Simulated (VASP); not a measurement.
# Zr3O (P6_322) in VASP: notebook

Zr3O is run at these levels: PBEsol; tasks: single point.

Everything below comes from runs of VASP 6.6.1. Logs are shortened: lines on timing, memory, paths and dates and some standing lists are left out, and cuts for length are marked.

## Step 1: The cell of the first run

The structure is hexagonal, space group P6_322 (No. 182). Conventional cell: a = 6.030 Å, b = 6.030 Å, c = 5.568 Å, α = 90.00°, β = 90.00°, γ = 120.00°. Within 3.2 Å of Zr (site symmetry 2) lie 2 O at 2.43 Å. Within 3.2 Å of O (site symmetry 32) lie 6 Zr at 2.43 Å.

## Step 2: Single point, PBEsol (strain +0.080 along x and y, +0.080 along z)

Input file INCAR:

```
PREC = Accurate
ENCUT = 520
EDIFF = 1E-6
ISMEAR = 0
SIGMA = 0.15
LREAL = F
LASPH = T
NELM = 100
ALGO = Normal
ISIF = 2
LWAVE = F
LCHARG = F
GGA = PS
NBANDS = 52
```

Input file KPOINTS:

```
Automatic mesh
0
Gamma
  12 12 8
```

Input file POSCAR:

```
Zr3O
1.0
    6.0300633984      0.0000000000      0.0000000000
   -3.0150316992      5.2221880895      0.0000000000
    0.0000000000      0.0000000000      5.5684077044
Zr O
6 2
Direct
    0.3393912867      0.0000000000      0.0000000000
    0.3393912867      0.3393912867      0.5000000000
    0.0000000000      0.3393912867      0.0000000000
    0.6606087133      0.0000000000      0.5000000000
    0.6606087133      0.6606087133      0.0000000000
    0.0000000000      0.6606087133      0.5000000000
    0.3333333333      0.6666666667      0.2500000000
    0.6666666667      0.3333333333      0.7500000000
```

Potentials or basis: VASP PAW PBE potentials, release 64 (Zr_sv, O).

On the command line:

```
$ cat potpaw_PBE.64/Zr_sv/POTCAR potpaw_PBE.64/O/POTCAR > POTCAR
$ mpirun -np 1 vasp_std > vasp.out
```

OUTCAR:

```text
PREC = Accurate
   ENCUT = 520
   EDIFF = 1E-6
   ISMEAR = 0
   LREAL = F
   LASPH = T
   NELM = 100
   ISIF = 2
   GGA = PS

 ion  position               nearest neighbor table
   1  0.339  0.000  0.000-   7 2.43   8 2.43   4 3.39   4 3.39   5 3.45   3 3.45   5 3.45   3 3.45
                             2 3.46   2 3.46   6 3.46   6 3.46   3 3.54   5 3.54
   2  0.339  0.339  0.500-   8 2.43   7 2.43   5 3.39   5 3.39   6 3.45   6 3.45   4 3.45   4 3.45
                             3 3.46   3 3.46   1 3.46   1 3.46   4 3.54   6 3.54
   3  0.000  0.339  0.000-   8 2.43   7 2.43   6 3.39   6 3.39   5 3.45   5 3.45   1 3.45   1 3.45
                             2 3.46   2 3.46   4 3.46   4 3.46   1 3.54   5 3.54
   4  0.661  0.000  0.500-   8 2.43   7 2.43   1 3.39   1 3.39   2 3.45   6 3.45   2 3.45   6 3.45
                             3 3.46   5 3.46   5 3.46   3 3.46   6 3.54   2 3.54
   5  0.661  0.661  0.000-   7 2.43   8 2.43   2 3.39   2 3.39   3 3.45   3 3.45   1 3.45   1 3.45
                             6 3.46   6 3.46   4 3.46   4 3.46   1 3.54   3 3.54
   6  0.000  0.661  0.500-   7 2.43   8 2.43   3 3.39   3 3.39   2 3.45   2 3.45   4 3.45   4 3.45
                             5 3.46   5 3.46   1 3.46   1 3.46   4 3.54   2 3.54
   7  0.333  0.667  0.250-   6 2.43   1 2.43   3 2.43   4 2.43   5 2.43   2 2.43
   8  0.667  0.333  0.750-   3 2.43   4 2.43   6 2.43   1 2.43   2 2.43   5 2.43

  LATTYP: Found a hexagonal cell.
 ALAT       =     6.0300633984
 C/A-ratio  =     0.9234409883

  Lattice vectors:

 A1 = (   6.0300633984,   0.0000000000,   0.0000000000)
 A2 = (  -3.0150316992,   5.2221880895,   0.0000000000)
 A3 = (   0.0000000000,   0.0000000000,   5.5684077044)

Analysis of symmetry for initial positions (statically):
=====================================================================
 Subroutine PRICEL returns:
 Original cell was already a primitive cell.

 Routine SETGRP: Setting up the symmetry group for a
 hexagonal supercell.

 Subroutine GETGRP returns: Found 12 space group operations
 (whereof  6 operations were pure point group operations)
 out of a pool of 24 trial point group operations.

The static configuration has the point symmetry D_3 .
 The point group associated with its full space group is D_6 .

Analysis of symmetry for dynamics (positions and initial velocities):
=====================================================================
 Subroutine PRICEL returns:
 Original cell was already a primitive cell.

 Routine SETGRP: Setting up the symmetry group for a
 hexagonal supercell.

 Subroutine GETGRP returns: Found 12 space group operations
 (whereof  6 operations were pure point group operations)
 out of a pool of 24 trial point group operations.

The dynamic configuration has the point symmetry D_3 .
 The point group associated with its full space group is D_6 .

 Subroutine INISYM returns: Found 12 space group operations
 (whereof  6 operations are pure point group operations),
 and found     1 'primitive' translations

----------------------------------------------------------------------------------------

                                     Primitive cell

  volume of cell :     175.3499

  direct lattice vectors                    reciprocal lattice vectors
     6.030063398  0.000000000  0.000000000     0.165835736  0.095745307  0.000000000
    -3.015031699  5.222188090  0.000000000     0.000000000  0.191490613  0.000000000
     0.000000000  0.000000000  5.568407704     0.000000000  0.000000000  0.179584551

  length of vectors
     6.030063398  6.030063398  5.568407704     0.191490613  0.191490613  0.179584551

  position of ions in fractional coordinates (direct lattice)
     0.339391287  0.000000000  0.000000000
     0.339391287  0.339391287  0.500000000
     0.000000000  0.339391287  0.000000000
     0.660608713  0.000000000  0.500000000
     0.660608713  0.660608713  0.000000000
     0.000000000  0.660608713  0.500000000
     0.333333333  0.666666667  0.250000000
     0.666666667  0.333333333  0.750000000

  ion indices of the primitive-cell ions
   primitive index   ion index
                 1           1
                 2           2
                 3           3
                 4           4
                 5           5
                 6           6
                 7           7
                 8           8

----------------------------------------------------------------------------------------

 KPOINTS: Automatic mesh

Automatic generation of k-mesh.
 Grid dimensions read from file:
 generate k-points for:   12   12    8

 Generating k-lattice:

  Cartesian coordinates                     Fractional coordinates (reciprocal lattice)
     0.013819645  0.007978776  0.000000000     0.083333333 -0.000000000  0.000000000
     0.000000000  0.015957551  0.000000000     0.000000000  0.083333333  0.000000000
     0.000000000  0.000000000  0.022448069     0.000000000  0.000000000  0.125000000

  Length of vectors
     0.015957551  0.015957551  0.022448069

  Shift w.r.t. Gamma in fractional coordinates (k-lattice)
     0.000000000  0.000000000  0.000000000

 Subroutine IBZKPT returns following result:
 ===========================================

 Found     95 irreducible k-points:

 Following reciprocal coordinates:
            Coordinates               Weight
  0.000000  0.000000  0.000000      1.000000
  0.083333 -0.000000  0.000000      6.000000
  0.166667 -0.000000  0.000000      6.000000
  0.250000 -0.000000  0.000000      6.000000
  0.333333 -0.000000  0.000000      6.000000
  0.416667 -0.000000  0.000000      6.000000
[... 16 lines left out ...]
  0.250000 -0.000000  0.125000     12.000000
  0.333333 -0.000000  0.125000     12.000000
 [... further k-points ...]
   k-points           NKPTS =     95   k-points in BZ     NKDIM =     95   number of bands    NBANDS=     52
   number of dos      NEDOS =    301   number of ions     NIONS =      8
   total plane-waves  NPLWV =  96768
   dimension x,y,z NGX =    48 NGY =   48 NGZ =   42
   dimension x,y,z NGXF=    96 NGYF=   96 NGZF=   84
   ions per type =               6   2
   NGX,Y,Z   is equivalent  to a cutoff of  13.23, 13.23, 12.54 a.u.
   NGXF,Y,Z  is equivalent  to a cutoff of  26.47, 26.47, 25.08 a.u.
 SYSTEM =  unknown system
   PREC   = accura    normal or accurate (medium, high low for compatibility)
   ISTART =      0    job   : 0-new  1-cont  2-samecut
   ICHARG =      2    charge: 1-file 2-atom 10-const
   ISPIN  =      1    spin polarized calculation?
   LNONCOLLINEAR =      F non collinear calculations
   LSORBIT =      F    spin-orbit coupling
   LASPH  =      T    aspherical Exc in radial PAW
   ENCUT  =  520.0 eV  38.22 Ry    6.18 a.u.  11.21 11.21 10.35*2*pi/ulx,y,z
   NELM   =    100;   NELMIN=  2; NELMDL= -5     # of ELM steps
   EDIFF  = 0.1E-05   stopping-criterion for ELM
   LREAL  =      F    real-space projection
   EDIFFG = 0.1E-04   stopping-criterion for IOM
   NSW    =      0    number of steps for IOM
   IBRION =     -1    ionic relax: 0-MD 1-quasi-New 2-CG
   NFREE  =      0    steps in history (QN), initial steepest desc. (CG)
   ISIF   =      2    stress and relaxation
   ISYM   =      2    0-nonsym 1-usesym 2-fastsym
   POTIM  = 0.5000    time-step for ionic-motion
   TEBEG  =    0.0;   TEEND  =   0.0 temperature during run
   PSTRESS=    0.0 pullay stress
   NELECT =      84.0000    total number of electrons
   NUPDOWN=      -1.0000    fix difference up-down
   EMIN   =  10.00;   EMAX   =-10.00  energy-range for DOS
   EFERMI =   0.00;   METHOD = LEGACY
   ISMEAR =     0;   SIGMA  =   0.15  broadening in eV -4-tet -1-fermi 0-gaus
   EFERMI_NEDOS =   21; number of points for ismear=-14 and -15
   IALGO  =     38    algorithm
   IMIX   =      4    mixing-type and parameters
     AMIX     =   0.40;   BMIX     =  1.00
     AMIX_MAG =   1.60;   BMIX_MAG =  1.00
  volume/ion in A,a.u.               =      21.92       147.91
  Fermi-wavevector in a.u.,A,eV,Ry     =   1.280952  2.420648 22.324950  1.640838
  Thomas-Fermi vector in A             =   2.413350
   LORBIT       =      0    0 simple, 1 ext, 2 COOP (PROOUT), +10 PAW based schemes
   GGA     = PS    functional components
   LHFCALC =     F    Hartree Fock is set to
   AEXX    =    0.0000 exact exchange contribution
   IVDW    =     0    specifies the selected vdW correction
   LEPSILON=     F    determine dielectric tensor
   LRPA    =     F    only Hartree local field effects (RPA)
 non-spin polarized calculation
 Gauss-broadening in eV      SIGMA  =   0.15
  energy-cutoff  :      520.00
  volume of cell :      175.35
 maximum number of plane-waves:      4785
 NGX is ok and might be reduce to    48
   NGX = 23   NGY = 23   NGZ = 21

 number of electron      84.0000007 magnetization

 Free energy of the ion-electron system (eV)
  ---------------------------------------------------
  ext. energy  EPLUGINS =         0.00000000
  ---------------------------------------------------
  free energy    TOTEN  =       -73.78817146 eV

  energy without entropy =      -73.70623383  energy(sigma->0) =      -73.74720264

 E-fermi :   7.2790     XC(G=0): -10.6987

 val. band max:        7.2762731713   @ k =   0.5000  -0.0000   0.3750
 cond. band min:       7.2813005165   @ k =   0.2500   0.1667   0.3750
 fundamental gap:      0.0050273452
 Fermi energy:         7.2789659058

 k-point     1 :       0.0000    0.0000    0.0000
  band No.  band energies     occupation
      1     -42.0446      2.00000
      2     -41.9847      2.00000
      3     -41.9797      2.00000
      4     -41.9797      2.00000
      5     -41.9743      2.00000
      6     -41.9743      2.00000
[... 44 lines left out ...]
     51       8.9540      0.00000
     52       9.3588      0.00000

 k-point     2 :       0.0833   -0.0000    0.0000
  band No.  band energies     occupation
      1     -42.0436      2.00000
      2     -41.9843      2.00000
      3     -41.9816      2.00000
      4     -41.9811      2.00000
      5     -41.9735      2.00000
      6     -41.9733      2.00000
[... 44 lines left out ...]
     51       8.9650      0.00000
     52       9.3185      0.00000
[... 1153 lines left out ...]
     51       9.1722      0.00000
     52       9.3569      0.00000

 k-point    24 :       0.3333   -0.0000    0.1250
  band No.  band energies     occupation
      1     -42.0275      2.00000
      2     -41.9971      2.00000
      3     -41.9883      2.00000
      4     -41.9807      2.00000
      5     -41.9722      2.00000
      6     -41.9718      2.00000
[... 44 lines left out ...]
     51       9.2770      0.00000
     52       9.4342      0.00000

 [... further k-points ...]
[... 5 lines left out ...]
  --------------------------------------------------------------------------------------
  -------------------------------------------------------------------------------------
  Total      -23.6936302    -23.6936302    -23.8169283      0.0000000     -0.0000000      0.0000000
  in kB     -216.4894685   -216.4894685   -217.6160470      0.0000000     -0.0000000      0.0000000
  external PRESSURE =    -216.8649946 kB  Pullay stress =       0.0000000 kB

 VOLUME and BASIS-vectors are now :
 -----------------------------------------------------------------------------
  energy-cutoff  :      520.00
  volume of cell :      175.35
      direct lattice vectors                 reciprocal lattice vectors
     6.030063398  0.000000000  0.000000000     0.165835736  0.095745307  0.000000000
    -3.015031699  5.222188090  0.000000000     0.000000000  0.191490613  0.000000000
     0.000000000  0.000000000  5.568407704     0.000000000  0.000000000  0.179584551

 POSITION                                       TOTAL-FORCE (eV/Angst)
 -----------------------------------------------------------------------------------
      2.04655      0.00000      0.00000         0.589958      0.000000     -0.000000
      1.02328      1.77237      2.78420         0.294979      0.510919     -0.000000
     -1.02328      1.77237      0.00000        -0.294979      0.510919      0.000000
      3.98351      0.00000      2.78420        -0.589958      0.000000     -0.000000
      1.99176      3.44982      0.00000        -0.294979     -0.510919      0.000000
     -1.99176      3.44982      2.78420         0.294979     -0.510919      0.000000
     -0.00000      3.48146      1.39210         0.000000     -0.000000      0.000000
      3.01503      1.74073      4.17631         0.000000      0.000000     -0.000000
 -----------------------------------------------------------------------------------
    total drift:                               -0.000001     -0.000001      0.000000

  FREE ENERGIE OF THE ION-ELECTRON SYSTEM (eV)
  ---------------------------------------------------
  free  energy   TOTEN  =       -73.7881714607 eV

  energy  without entropy=      -73.7062338281  energy(sigma->0) =      -73.74720264
```

Run time: 7.8 min. Hardware: 1 thread of Intel Xeon 6975P-C (Granite Rapids), shared host; peak memory 0.73 GiB.

Results:

| Property | Result |
| --- | --- |
| Free energy | -73.7882 eV |
| Pressure | -21.7 GPa |
| Largest force | 0.590 eV/Å |
| Band gap on the k mesh | zero (bands 42 and 43 overlap by 0.68 eV) |

Forces in eV/Å, atoms in the order of the input:
```
Zr   0.590  0.000  0.000
Zr   0.295  0.511  0.000
Zr  -0.295  0.511  0.000
Zr  -0.590  0.000  0.000
Zr  -0.295 -0.511  0.000
Zr   0.295 -0.511  0.000
O    0.000  0.000  0.000
O    0.000  0.000  0.000
```

Levels at points of the mesh, in eV from the Fermi level:
```csv
k point,band 38,band 39,band 40,band 41,band 42,band 43,band 44,band 45,band 46,band 47
"(0.00, 0.00, 0.00)",-1.15,-0.86,-0.86,-0.13,0.56,0.56,0.65,0.69,0.69,1.08
"(0.50, 0.00, 0.00)",-1.14,-1.11,-0.75,-0.72,-0.25,0.48,0.82,0.93,1.05,1.49
"(0.00, 0.00, 0.50)",-0.81,-0.32,-0.32,-0.02,-0.02,0.02,0.02,0.05,0.05,1.28
"(0.50, 0.00, 0.50)",-0.91,-0.71,-0.71,-0.35,-0.35,0.13,0.13,0.74,0.74,1.23
```

Caveat: the cell differs from its parent crystal (strain +0.080 along x and y, +0.080 along z); the cell stands under tension; the PAW data sets were made with another functional, which shifts forces and pressure a little.

## Step 3: Single point, PBEsol (strain +0.080 along x and y, -0.080 along z)

Input file INCAR:

```
PREC     = Accurate       # precision mode
ENCUT    = 520            # plane-wave cutoff, eV
EDIFF    = 1E-6           # SCF threshold, eV
ISMEAR   = 0              # smearing method
SIGMA    = 0.15           # smearing width, eV
LREAL    = False          # projectors in reciprocal space
LASPH    = True           # aspherical terms in the spheres
NELM     = 100            # most SCF steps
ALGO     = Normal         # electronic algorithm
ISIF     = 2              # what is computed and relaxed
LWAVE    = False          # write WAVECAR
LCHARG   = False          # write CHGCAR
GGA      = PS             # functional
NBANDS   = 52             # bands
```

Input file KPOINTS:

```
regular mesh
0
Gamma
  12 12 8
```

POSCAR, as its differences from that of step 2:

```diff
@@ -4,3 +4,3 @@
    -3.0150316992      5.2221880895      0.0000000000
-    0.0000000000      0.0000000000      5.5684077044
+    0.0000000000      0.0000000000      4.7434584148
 Zr O
```

Potentials or basis: VASP PAW PBE potentials, release 64 (Zr_sv, O).

On the command line:

```
$ cat potpaw_PBE.64/Zr_sv/POTCAR potpaw_PBE.64/O/POTCAR > POTCAR
$ mpirun -np 1 vasp_std > vasp.out
```

Wall time 7.8 min (1 thread of Intel Xeon 6975P-C (Granite Rapids), shared host); peak memory 0.63 GiB.

The run converged. Its results:

```yaml
Free_energy: -75.2885 eV
Pressure: -8.1 GPa
Largest_force: 0.436 eV/Å
Band_gap_on_the_k_mesh: zero (bands 42 and 43 overlap by 0.79 eV)
```

Forces on the atoms (eV/Å):
```
Zr   0.436  0.000  0.000
Zr   0.218  0.377  0.000
Zr  -0.218  0.377  0.000
Zr  -0.436  0.000  0.000
Zr  -0.218 -0.377  0.000
Zr   0.218 -0.377  0.000
O    0.000  0.000  0.000
O    0.000  0.000  0.000
```

Stress tensor (GPa, compression positive):
```
-15.57   0.00   0.00
  0.00 -15.57   0.00
  0.00   0.00   6.96
```

Levels at points of the mesh, in eV from the Fermi level:
| k point | band 39 | band 40 | band 41 | band 42 | band 43 | band 44 | band 45 | band 46 |
| --- | --- | --- | --- | --- | --- | --- | --- | --- |
| (0.00, 0.00, 0.00) | -1.44 | -1.30 | 0.51 | 0.55 | 0.55 | 0.85 | 0.85 | 0.94 |
| (0.50, 0.00, 0.00) | -1.41 | -0.93 | -0.71 | -0.56 | 0.38 | 0.72 | 1.34 | 1.55 |
| (0.00, 0.00, 0.50) | -0.45 | -0.45 | -0.27 | -0.27 | -0.24 | -0.24 | 0.66 | 0.66 |
| (0.50, 0.00, 0.50) | -0.67 | -0.67 | -0.25 | -0.25 | 0.10 | 0.10 | 0.91 | 0.91 |

Caveat: the cell differs from its parent crystal (strain +0.080 along x and y, -0.080 along z); the cell stands under tension; the PAW data sets were made with another functional, which shifts forces and pressure a little.

## Step 4: Single point, PBEsol (strain -0.040 along x and y, +0.080 along z)

Input file INCAR:

```
SYSTEM = Zr3O
  PREC = Accurate
  ENCUT = 520
  EDIFF = 1E-6
  ISMEAR = 0
  SIGMA = 0.15
  LREAL = .FALSE.
  LASPH = .TRUE.
  NELM = 100
  ALGO = Normal
  ISIF = 2
  LWAVE = .FALSE.
  LCHARG = .FALSE.
  GGA = PS
  NBANDS = 52
```

Input file KPOINTS:

```
regular mesh
0
G
  12 12 8
  0 0 0
```

POSCAR, as its differences from that of step 3:

```diff
@@ -2,5 +2,5 @@
 1.0
-    6.0300633984      0.0000000000      0.0000000000
-   -3.0150316992      5.2221880895      0.0000000000
-    0.0000000000      0.0000000000      4.7434584148
+    5.3600563542      0.0000000000      0.0000000000
+   -2.6800281771      4.6419449684      0.0000000000
+    0.0000000000      0.0000000000      5.5684077044
 Zr O
```

On the command line:

```
$ cat potpaw_PBE.64/Zr_sv/POTCAR potpaw_PBE.64/O/POTCAR > POTCAR
$ mpirun -np 1 vasp_std > vasp.out
```

Wall time 18 min (1 thread of Intel Xeon 8259CL, shared host); peak memory 0.57 GiB.

It converged, with:

```
Free energy            : -76.2299 eV
Pressure               : 1.2 GPa
Largest force          : 0.057 eV/Å
Band gap on the k mesh : zero (bands 42 and 43 overlap by 0.04 eV)
```

Forces in eV/Å, atoms in the order of the input:
```
Zr  -0.057  0.000  0.000
Zr  -0.028 -0.049  0.000
Zr   0.028 -0.049  0.000
Zr   0.057  0.000  0.000
Zr   0.028  0.049  0.000
Zr  -0.028  0.049  0.000
O    0.000  0.000  0.000
O    0.000  0.000  0.000
```

Stress tensor (GPa, compression positive):
```
 5.47  0.00  0.00
 0.00  5.47  0.00
 0.00  0.00 -7.25
```

Levels at points of the mesh, in eV from the Fermi level:
```csv
k point,band 39,band 40,band 41,band 42,band 43,band 44,band 45,band 46
"(0.00, 0.00, 0.00)",-0.65,-0.65,-0.22,-0.17,0.77,0.77,0.87,0.87
"(0.50, 0.00, 0.00)",-1.21,-1.01,-0.44,-0.13,0.37,0.68,1.23,1.40
"(0.00, 0.00, 0.50)",-0.52,-0.52,-0.10,-0.10,0.27,0.27,0.43,0.43
"(0.50, 0.00, 0.50)",-0.87,-0.87,-0.50,-0.50,0.04,0.04,1.26,1.26
```

Caveat: the cell differs from its parent crystal (strain -0.040 along x and y, +0.080 along z); the PAW data sets were made with another functional, which shifts forces and pressure a little.

## Step 5: The runs side by side

```csv
cell,gap on the mesh (eV),pressure (GPa),largest force (eV/Å)
"a = 6.030, b = 6.030, c = 5.568 Å, angles 90.0, 90.0, 120.0°, 8 atoms",none,-21.7,0.59
"a = 6.030, b = 6.030, c = 4.743 Å, angles 90.0, 90.0, 120.0°, 8 atoms",none,-8.1,0.44
"a = 5.360, b = 5.360, c = 5.568 Å, angles 90.0, 90.0, 120.0°, 8 atoms",none,1.2,0.06
```

Alike in all rows: task single point; level PBEsol; potentials or basis VASP PAW PBE potentials, release 64 (Zr_sv, O); no spin polarisation; k mesh 12 × 12 × 8; cutoff (eV) 520; smearing gaussian 0.15 eV.

Caveats: the PAW data sets were made with another functional, which shifts forces and pressure a little; the cell stands under tension (at least some runs).

Total energies depend on the potentials used, so only differences within one code and one set of settings carry meaning.
